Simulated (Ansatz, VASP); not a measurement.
**Two plane-wave programs on Si2W**

Contents of INCAR:

```
  ALGO = Normal
  EDIFF = 1E-6
  ENCUT = 520
  GGA = PE
  ISIF = 2
  ISMEAR = 0
  LASPH = True
  LCHARG = False
  LREAL = False
  LWAVE = False
  NBANDS = 18
  NELM = 100
  PREC = Accurate
  SIGMA = 0.1
```

Contents of KPOINTS:

```
k-points
0
Gamma
  18 18 18
```

Contents of POSCAR:

```
Si2W
1.0
   -1.6538427400      1.6538427400      4.1164726000
    1.6538427400     -1.6538427400      4.1164726000
    1.6538427400      1.6538427400     -4.1164726000
Si W
2 1
Direct
    0.3283372657      0.3283372657      0.0000000000
    0.6716627343      0.6716627343      0.0000000000
    0.0000000000      0.0000000000      0.0000000000
```

Input for Ansatz:

```yaml
crystal:
  lattice:
    - [-1.65384274, 1.65384274, 4.1164726]
    - [1.65384274, -1.65384274, 4.1164726]
    - [1.65384274, 1.65384274, -4.1164726]
  atoms:
    - { symbol: Si, position: [0.3283372657, 0.3283372657, 0.0] }
    - { symbol: Si, position: [0.6716627343, 0.6716627343, 0.0] }
    - { symbol: W, position: [0.0, 0.0, 0.0] }
basis:
  ecutwfc: 420
kpoints:
  mp_grid: { grid: [18, 18, 18] }
hamiltonian:
  xc: pbe
scf:
  occupations: { method: gaussian, width: 0.1 }
output:
  forces: true
  stress: true
  eigenvalues: true
  populations: true
```

Alike in both runs: task single point; functional PBE; k mesh 18 × 18 × 18; occupations gaussian, width 0.1 eV; no spin polarisation.

```csv
,VASP,Ansatz
version,VASP 6.6.1,Ansatz 0.2.0
potentials or method,"VASP PAW PBE potentials, release 64 (Si, W_sv), cutoff 520 eV","scalar-relativistic, plane waves, PAW"
valence electrons in the cell,22,22
```

```csv
,VASP,Ansatz,Ansatz less VASP
gap on the k mesh at the Fermi level (eV),none,none,-
pressure (GPa),-17.4,-17.4,0.00
"traceless stress, the component that is largest in VASP (GPa)",-5.80,-5.78,+0.025
rms of the force components (eV/Å),0.413,0.415,+0.0015
```

Atom by atom the forces differ by 0.002 eV/Å (rms over components). A gap of «none» marks a metal or a gap that the smearing closes. With one functional, cell and mesh, what is left measures potentials, basis and numerics.

Neither program's run includes spin-orbit coupling.
